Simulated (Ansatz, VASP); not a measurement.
## Two plane-wave programs on MgO

```
Mg O
1.0
     2.94202    0.00000    0.00000
     0.00000    2.94202    0.00000
     0.00000    0.00000    4.16065
Mg O
2 2
Direct
  0.00000 0.00000 0.00000
  0.50000 0.50000 0.50000
  0.50000 0.50000 0.00000
  0.00000 0.00000 0.50000
```

Alike in both runs: task single point; functional LDA; k mesh 8 × 8 × 6; occupations gaussian, width 0.02 eV; no spin polarisation.

```csv
,VASP,Ansatz
version,VASP 6.6.1,Ansatz 0.2.0
potentials or method,"VASP PAW LDA potentials, release 64 (Mg, O), cutoff 600 eV","scalar-relativistic, plane waves, PAW"
valence electrons in the cell,16,32
```

VASP gave:

```
gap on the k mesh at the Fermi level (eV) : 5.03
least direct gap on the mesh (eV)         : 5.03
pressure (GPa)                            : -2.2
```

Problem. Which values does Ansatz return?

Solution. gap on the k mesh at the Fermi level (eV): 5.03; least direct gap on the mesh (eV): 5.03; pressure (GPa): 0.0.

Ansatz warns that its potentials were made for another functional, while VASP's fit it. LDA's correlation is that of Perdew and Zunger in VASP and of Perdew and Wang (1992) in Ansatz. VASP's potentials hold 16 valence electrons a cell and Ansatz's 32, so a difference there can come from the potentials and not from the codes.
